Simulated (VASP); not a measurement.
# RbVS3 (Pm-3m) in VASP: further runs, part 3 of 3

VASP 6.6.1. The steps go on from the part before.

## 5. Single point, PBE, collinear spin, ferromagnetic start

This run uses another cell than the first one, of 20.89 Å³/atom, 0.992 times its volume.

Input file INCAR:

```
SYSTEM = RbVS3
PREC = Accurate ; ENCUT = 520
EDIFF = 1E-7 ; ISMEAR = 0
SIGMA = 0.1 ; LREAL = .False.
LASPH = .True. ; NELM = 150
ALGO = Normal ; ISIF = 2
LWAVE = .False. ; LCHARG = .True.
ISPIN = 2 ; MAGMOM = 0 2 0 0 0
LORBIT = 11 ; LMAXMIX = 4
GGA = PE ; LELF = .True.
LVHAR = .True. ; NBANDS = 32
```

Input file KPOINTS:

```
Automatic mesh
0
Gamma
  4 4 4
  0 0 0
```

Input file POSCAR:

```
RbVS3
1.0
    4.7093028668      0.0000000000      0.0000000000
    0.0000000000      4.7093028668      0.0000000000
    0.0000000000      0.0000000000      4.7093028668
Rb V S
1 1 3
Direct
    0.5000000000      0.5000000000      0.5000000000
    0.0000000000      0.0000000000      0.0000000000
    0.5000000000      0.0000000000      0.0000000000
    0.0000000000      0.5000000000      0.0000000000
    0.0000000000      0.0000000000      0.5000000000
```

Potentials or basis: VASP PAW PBE potentials, release 64 (Rb_sv, V_sv, S).

Command:

```console
$ cat potpaw_PBE.64/Rb_sv/POTCAR potpaw_PBE.64/V_sv/POTCAR potpaw_PBE.64/S/POTCAR > POTCAR
$ mpirun -np 1 vasp_std > vasp.out
```

OUTCAR:

```text
SYSTEM = RbVS3
   PREC = Accurate
   ENCUT = 520
   EDIFF = 1E-7
   ISMEAR = 0
   LREAL = .False.
   LASPH = .True.
   NELM = 150
   ISIF = 2
   ISPIN = 2
   LORBIT = 11
   GGA = PE

 ion  position               nearest neighbor table
   1  0.500  0.500  0.500-   3 3.33   4 3.33   5 3.33   3 3.33   4 3.33   3 3.33   5 3.33   3 3.33
                             4 3.33   5 3.33   4 3.33   5 3.33   2 4.08   2 4.08   2 4.08   2 4.08
   2  0.000  0.000  0.000-   3 2.35   4 2.35   5 2.35   5 2.35   4 2.35   3 2.35   1 4.08   1 4.08
                             1 4.08   1 4.08   1 4.08   1 4.08   1 4.08   1 4.08
   3  0.500  0.000  0.000-   2 2.35   2 2.35   1 3.33   1 3.33   1 3.33   1 3.33
   4  0.000  0.500  0.000-   2 2.35   2 2.35   1 3.33   1 3.33   1 3.33   1 3.33
   5  0.000  0.000  0.500-   2 2.35   2 2.35   1 3.33   1 3.33   1 3.33   1 3.33

  LATTYP: Found a simple cubic cell.
 ALAT       =     4.7093028668

  Lattice vectors:

 A1 = (   4.7093028668,   0.0000000000,   0.0000000000)
 A2 = (   0.0000000000,   4.7093028668,   0.0000000000)
 A3 = (   0.0000000000,   0.0000000000,   4.7093028668)

Analysis of symmetry for initial positions (statically):
=====================================================================
 Subroutine PRICEL returns:
 Original cell was already a primitive cell.

 Routine SETGRP: Setting up the symmetry group for a
 simple cubic supercell.

 Subroutine GETGRP returns: Found 48 space group operations
 (whereof 48 operations were pure point group operations)
 out of a pool of 48 trial point group operations.

The static configuration has the point symmetry O_h .

Analysis of symmetry for dynamics (positions and initial velocities):
=====================================================================
 Subroutine PRICEL returns:
 Original cell was already a primitive cell.

 Routine SETGRP: Setting up the symmetry group for a
 simple cubic supercell.

 Subroutine GETGRP returns: Found 48 space group operations
 (whereof 48 operations were pure point group operations)
 out of a pool of 48 trial point group operations.

[... 160 lines left out ...]
 fundamental gap:      0.3985550378
 Fermi energy:         4.0933474314

 spin component 1

 k-point     1 :       0.0000    0.0000    0.0000
  band No.  band energies     occupation
      1     -61.3595      1.00000
      2     -35.1677      1.00000
      3     -35.1677      1.00000
      4     -35.1677      1.00000
      5     -21.4637      1.00000
      6      -9.3472      1.00000
[... 339 lines left out ...]
     31      12.9206      0.00000
     32      12.9206      0.00000
 Fermi energy:         4.0933474314

 spin component 2

 k-point     1 :       0.0000    0.0000    0.0000
  band No.  band energies     occupation
      1     -61.3595      1.00000
      2     -35.1677      1.00000
      3     -35.1677      1.00000
      4     -35.1677      1.00000
      5     -21.4637      1.00000
      6      -9.3472      1.00000
[... 339 lines left out ...]
     31      12.9234      0.00000
     32      12.9303      0.00000

------------------------ aborting loop because EDIFF is reached ----------------------------------------

  FORCE on cell =-STRESS in cart. coord.  units (eV):
  Direction    XX          YY          ZZ          XY          YZ          ZX
  --------------------------------------------------------------------------------------
  -------------------------------------------------------------------------------------
  Total        0.2119247      0.2119247      0.2119247      0.0000000      0.0000000      0.0000000
  in kB        3.2510400      3.2510400      3.2510400      0.0000000      0.0000000      0.0000000
  external PRESSURE =       3.2510400 kB  Pullay stress =       0.0000000 kB

 VOLUME and BASIS-vectors are now :
 -----------------------------------------------------------------------------
  energy-cutoff  :      520.00
  volume of cell :      104.44
      direct lattice vectors                 reciprocal lattice vectors
     4.709302867  0.000000000  0.000000000     0.212345655  0.000000000  0.000000000
     0.000000000  4.709302867  0.000000000     0.000000000  0.212345655  0.000000000
     0.000000000  0.000000000  4.709302867     0.000000000  0.000000000  0.212345655

 POSITION                                       TOTAL-FORCE (eV/Angst)
 -----------------------------------------------------------------------------------
      2.35465      2.35465      2.35465         0.000000      0.000000      0.000000
      0.00000      0.00000      0.00000         0.000000      0.000000      0.000000
      2.35465      0.00000      0.00000         0.000000      0.000000      0.000000
      0.00000      2.35465      0.00000         0.000000      0.000000      0.000000
      0.00000      0.00000      2.35465         0.000000      0.000000      0.000000
 -----------------------------------------------------------------------------------
    total drift:                                0.000000      0.000000     -0.000000

  FREE ENERGIE OF THE ION-ELECTRON SYSTEM (eV)
  ---------------------------------------------------
  free  energy   TOTEN  =       -25.8034917452 eV

  energy  without entropy=      -25.8033322041  energy(sigma->0) =      -25.80341197

 total charge

# of ion       s       p       d       tot
------------------------------------------
    1        1.943   5.349   0.042   7.334
    2        2.235   6.224   2.927  11.387
    3        1.349   2.360   0.000   3.709
    4        1.349   2.360   0.000   3.709
    5        1.349   2.360   0.000   3.709
--------------------------------------------------
tot          8.225  18.653   2.969  29.847

 magnetization (x)

# of ion       s       p       d       tot
------------------------------------------
    1        0.000   0.000   0.000   0.000
    2        0.000   0.000   0.000   0.000
    3       -0.000  -0.000   0.000  -0.000
    4       -0.000  -0.000   0.000  -0.000
    5       -0.000  -0.000   0.000  -0.000
--------------------------------------------------
tot         -0.000  -0.000   0.000   0.000
```

OSZICAR:

```text
N       E                     dE             d eps       ncg     rms          rms(c)
DAV:   1     0.308689437808E+03    0.30869E+03   -0.18757E+04  1304   0.118E+03
DAV:   2    -0.105300084240E+02   -0.31922E+03   -0.30683E+03  1496   0.305E+02
DAV:   3    -0.319673124481E+02   -0.21437E+02   -0.21236E+02  1856   0.778E+01
[... 10 lines left out ...]
DAV:  14    -0.258035010631E+02   -0.41627E-04   -0.18253E-04  1520   0.723E-02    0.504E-02
DAV:  15    -0.258034922965E+02    0.87667E-05   -0.46927E-05  1456   0.366E-02    0.278E-02
DAV:  16    -0.258034914000E+02    0.89645E-06   -0.49784E-06  1496   0.109E-02    0.621E-03
DAV:  17    -0.258034918698E+02   -0.46982E-06   -0.19664E-06  1440   0.764E-03    0.668E-03
DAV:  18    -0.258034917518E+02    0.11804E-06   -0.34433E-07  1408   0.411E-03    0.285E-03
DAV:  19    -0.258034917452E+02    0.65629E-08   -0.13231E-07   920   0.220E-03
   1 F= -.25803492E+02 E0= -.25803412E+02  d E =-.159541E-03  mag=    -0.0000
```

Run time: 34 s. Hardware: 1 thread of Intel Xeon 6975P-C (Granite Rapids), shared host; peak memory 0.26 GiB.

What came out:

- Free energy: -25.8035 eV
- Pressure: 0.3 GPa
- Band gap on the k mesh: zero (filled and empty bands overlap)
- Net moment: 0.00 μB per cell
- Valence electrons inside the program's atomic spheres: Rb 7.33; V 11.39; S 3.71

With open d or f shells a metallic result of PBE can be an artefact of self-interaction; +U or a hybrid may open a gap.

## 6. Relaxation of cell and atoms, PBE, collinear spin, ferromagnetic start

This run uses another cell than the first one, of 23.46 Å³/atom, 1.115 times its volume.

Input file INCAR:

```
SYSTEM = RbVS3
  PREC = Accurate
  ENCUT = 600
  EDIFF = 1E-7
  ISMEAR = 0
  SIGMA = 0.1
  LREAL = .False.
  LASPH = .True.
  NELM = 150
  ALGO = Normal
  ISIF = 3
  LWAVE = .False.
  LCHARG = .False.
  ISPIN = 2
  MAGMOM = 0 2 0 0 0
  LORBIT = 11
  LMAXMIX = 4
  GGA = PE
  IBRION = 2
  NSW = 90
  EDIFFG = -0.04
```

KPOINTS is that of step 5.

POSCAR: that of step 5 with these lines changed.

```diff
@@ -2,5 +2,5 @@
 1.0
-    4.7093028668      0.0000000000      0.0000000000
-    0.0000000000      4.7093028668      0.0000000000
-    0.0000000000      0.0000000000      4.7093028668
+    4.8953680100      0.0000000000      0.0000000000
+    0.0000000000      4.8953680100      0.0000000000
+    0.0000000000      0.0000000000      4.8953680100
 Rb V S
```

Potentials or basis: VASP PAW PBE potentials, release 64 (Rb_sv, V_sv, S).

Command:

```console
$ cat potpaw_PBE.64/Rb_sv/POTCAR potpaw_PBE.64/V_sv/POTCAR potpaw_PBE.64/S/POTCAR > POTCAR
$ mpirun -np 1 vasp_std > vasp.out
```

It took 3.5 min on 1 thread of Intel Xeon Platinum 8259CL at 2.50GHz (Skylake/Cascade Lake), shared host; peak memory 0.31 GiB.

Results (log left out):

| Quantity | Value |
| --- | --- |
| Free energy | -25.8061 eV |
| Relaxed volume | 20.98 Å³/atom |
| Relaxed cell | a = 4.716 Å, b = 4.716 Å, c = 4.716 Å, α = 90.00°, β = 90.00°, γ = 90.00° |
| Space group after relaxing (to 0.05 Å) | Pm-3m (No. 221) |
| Energy gained by relaxing | 52.0 meV/atom |
| Ionic steps | 3 |
| Pressure after relaxing | 0.0 GPa |
| Band gap on the k mesh | zero (filled and empty bands overlap) |
| Net moment | 0.00 μB per cell |
| Valence electrons inside the program's atomic spheres | Rb 7.33; V 11.38; S 3.71 |

Step by step:
| step | energy change (eV) | largest force (eV/Å) | pressure (GPa) | volume (Å³) |
| --- | --- | --- | --- | --- |
| 1 | 0.0000 | 0.0000 | -6.08 | 117.32 |
| 2 | -0.2505 | 0.0000 | 1.49 | 102.83 |
| 3 | -0.2601 | 0.0000 | 0.02 | 104.91 |

Final structure:
```xyz
5
Lattice="4.7164 0.0000 0.0000 0.0000 4.7164 0.0000 0.0000 0.0000 4.7164" Properties=species:S:1:pos:R:3 pbc="T T T"
Rb    2.3582    2.3582    2.3582
V     0.0000    0.0000    0.0000
S     2.3582    0.0000    0.0000
S     0.0000    2.3582    0.0000
S     0.0000    0.0000    2.3582
```

Levels at points of the mesh, in eV from the Fermi level:
Spin up:
```csv
k point,band 17,band 18,band 19,band 20,band 21,band 22,band 23,band 24
"(0.00, 0.00, 0.00)",-1.14,-0.93,-0.93,-0.93,-0.19,-0.19,-0.19,0.21
"(0.50, 0.00, 0.00)",-2.35,-1.80,-0.89,-0.69,-0.69,0.24,0.93,0.93
"(0.50, 0.50, 0.00)",-2.89,-1.65,-1.65,0.22,0.78,0.83,0.83,0.88
"(0.50, 0.50, 0.50)",-3.81,0.29,0.29,0.29,0.96,0.96,0.96,4.60
```
Spin down:
| k point | band 17 | band 18 | band 19 | band 20 | band 21 | band 22 | band 23 | band 24 |
| --- | --- | --- | --- | --- | --- | --- | --- | --- |
| (0.00, 0.00, 0.00) | -1.14 | -0.93 | -0.93 | -0.93 | -0.19 | -0.19 | -0.19 | 0.21 |
| (0.50, 0.00, 0.00) | -2.35 | -1.80 | -0.89 | -0.69 | -0.69 | 0.24 | 0.93 | 0.93 |
| (0.50, 0.50, 0.00) | -2.89 | -1.65 | -1.65 | 0.22 | 0.78 | 0.83 | 0.83 | 0.88 |
| (0.50, 0.50, 0.50) | -3.81 | 0.29 | 0.29 | 0.29 | 0.96 | 0.96 | 0.96 | 4.60 |

With open d or f shells a metallic result of PBE can be an artefact of self-interaction; +U or a hybrid may open a gap.

## 7. The runs side by side

| task | spin | cell | k mesh | cutoff (eV) | gap on the mesh (eV) | pressure (GPa) | moment (μB) | relaxed volume (Å³/atom) |
| --- | --- | --- | --- | --- | --- | --- | --- | --- |
| single point | off | a = 4.721 Å, 5 atoms | 8 × 8 × 8 | 520 | none | 0.0 | - | - |
| relaxation of cell and atoms | off | relaxed from a = 4.709 Å, 5 atoms | 8 × 8 × 8 | 600 | none | 0.0 | - | 21.06 |
| single point | collinear, ferromagnetic start | a = 4.895 Å, 5 atoms | 4 × 4 × 4 | 520 | none | -6.1 | 0.00 | - |
| single point | collinear, ferromagnetic start | a = 4.709 Å, 5 atoms | 4 × 4 × 4 | 520 | none | 0.3 | 0.00 | - |
| relaxation of cell and atoms | collinear, ferromagnetic start | relaxed from a = 4.895 Å, 5 atoms | 4 × 4 × 4 | 600 | none | 0.0 | 0.00 | 20.98 |

Alike in all rows: level PBE; potentials or basis VASP PAW PBE potentials, release 64 (Rb_sv, V_sv, S); smearing gaussian 0.1 eV.

Total energies depend on the potentials used, so only differences within one code and one set of settings carry meaning.
